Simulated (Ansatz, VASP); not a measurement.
## BiS: VASP beside Ansatz

```
Bi S
1.0
     0.00000    2.97671    2.97671
     2.97671    0.00000    2.97671
     2.97671    2.97671    0.00000
Bi S
1 1
Direct
  0.00000 0.00000 0.00000
  0.50000 0.50000 0.50000
```

Change from the starting cell: species swapped into the MnSe type (Fm-3m, No. 225).

Alike in both runs: functional PBE; k mesh 16 × 16 × 16; occupations gaussian, width 0.1 eV; no spin polarisation.

Ansatz relaxed the structure, and its values are those at the end. VASP's run is a single point on that final structure, the one shown.

```csv
,VASP,Ansatz
version,VASP 6.6.1,Ansatz 0.2.0
potentials or method,"VASP PAW PBE potentials, release 64 (Bi_d, S), cutoff 520 eV","scalar-relativistic, plane waves, PAW"
valence electrons in the cell,21,21
```

|  | VASP | Ansatz | Ansatz less VASP |
| --- | --- | --- | --- |
| gap on the k mesh at the Fermi level (eV) | none | none | - |
| pressure (GPa) | -0.1 | 0.0 | +0.06 |

A gap of «none» marks a metal or a gap that the smearing closes. The functional is the same, so the differences come from potentials, cutoffs and numerics.

Neither program's run includes spin-orbit coupling.
